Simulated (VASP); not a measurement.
Write the native input for VASP 6.6.1 that does the following.

- Task: single point
- Functional: PBE
- Dispersion: D3(BJ)
- Potentials or basis: VASP PAW PBE potentials, release 64 (O, H, C)
- Cutoff: 520 eV
- k mesh: 1 × 1 × 1
- Occupations: fermi-dirac, width 0.02 eV
- Spin: no spin polarisation
- Dipole correction: no
- Further INCAR settings: LREAL = Auto; ALGO = Normal; EDIFF = 1e-06; NBANDS = 58

The structure of H18CO9 lies in POSCAR:

```
H18CO9
1.0
    6.9180930000      0.0000000000      0.0000000000
    0.0000000000      6.9180930000      0.0000000000
    0.0000000000      0.0000000000      6.9180930000
O H C
9 18 1
Direct
    0.3541149273      0.7680729357      0.4832545616
    0.8416336699      0.7139828852      0.0650034627
    0.3204495805      0.0963993979      1.0135452067
    0.9843608636      0.3544329340      0.3652596171
    0.4665592093      0.7469254894      0.0967896789
    0.0059987630      0.8853306829      0.7610912429
    1.0202088928      0.9223495550      0.3539559240
    0.3538402852      0.5127713663      0.7965779009
    0.5969130510      0.3059224558      0.5472461848
    0.2217084968      0.7698653372      0.4466259705
    0.3728773233      0.6578547007      0.5881245019
    0.8717720331      0.7801138262      0.1843571632
    0.6982270981      0.7065530920      0.0675475163
    0.3569047135      0.2249897479      0.9605681797
    0.2348479559      0.0458218761      0.9089354537
    0.9457375031      0.4241197683      0.2502279169
    0.8706300999      0.3639297708      0.4400056490
    0.4347440834      0.7659625275      0.2410057222
    0.4281526716      0.8804738531      0.0529914819
    0.1170409244      0.7943084893      0.7613369754
   -0.0851246145      0.8510148678      0.8633448553
    1.0254849133      0.9206872472      0.4947895323
    1.0753686023      1.0371933422      0.2951102276
    0.3978842146      0.5587522457      0.9227398360
    0.4643765269      0.4251894272      0.7579111758
    0.3496194688      0.2005176860      0.4436771810
    0.5823859263      0.1067346160      0.3308570729
    0.5052259344      0.2042614923      0.4328649528
```

The input as run:

INCAR

```
  PREC = Accurate
  ENCUT = 520
  EDIFF = 1E-6
  ISMEAR = -1
  SIGMA = 0.02
  LREAL = Auto
  LASPH = True
  NELM = 60
  ALGO = Normal
  ISIF = 2
  LWAVE = False
  LCHARG = False
  GGA = PE
  IVDW = 12
  NBANDS = 58
```

KPOINTS

```
Automatic mesh
0
Gamma
  1 1 1
```

Potentials or basis: VASP PAW PBE potentials, release 64 (O, H, C).

Run with:

```bash
$ cat potpaw_PBE.64/O/POTCAR potpaw_PBE.64/H/POTCAR potpaw_PBE.64/C/POTCAR > POTCAR
$ mpirun -np 1 vasp_gam > vasp.out
```

It gave:

```json
{"Pressure": "-0.2 GPa", "Largest force": "3.261 eV/Å", "Band gap on the k mesh": "3.57 eV", "Dispersion energy per atom": "-0.031 eV"}
```

Caveat: the k points lie up to 0.91 Å⁻¹ apart.

Run time: 46 s on 1 thread of Intel(R) Xeon(R) Platinum 8259CL CPU @ 2.50GHz (Skylake/Cascade Lake), on a shared host, peak memory 0.34 GiB.
